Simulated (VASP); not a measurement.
A run of VASP 6.6.1:

The input INCAR:

```
SYSTEM = Rb
PREC = Accurate
ENCUT = 520
EDIFF = 1E-6
ISMEAR = 0
SIGMA = 0.15
LREAL = .False.
LASPH = .True.
NELM = 100
ALGO = Fast
ISIF = 2
LWAVE = .False.
LCHARG = .False.
GGA = PE
NBANDS = 10
```

The input KPOINTS:

```
Automatic mesh
0
Gamma
  12 12 12
  0 0 0
```

File POSCAR:

```
Rb
1.0
   -2.8060000000      2.7498800000      2.7498800000
    2.8060000000     -2.8621200000      2.8621200000
    2.8060000000      2.8621200000     -2.8621200000
Rb
1
Direct
    0.0000000000      0.0000000000      0.0000000000
```

Potentials or basis: VASP PAW PBE potentials, release 64 (Rb_sv).

The run is started by

```sh
$ cat potpaw_PBE.64/Rb_sv/POTCAR > POTCAR
$ mpirun -np 1 vasp_std > vasp.out
```

Hardware: 1 thread of Oxide Virtual Turin-like Processor, on a shared host.

**Question.** How long does it take, and how much memory?

**Answer.** It took 2.5 min on 1 thread of Oxide Virtual Turin-like Processor, on a shared host, peak memory 0.36 GiB. Counts: scf iterations 11, k points 280.
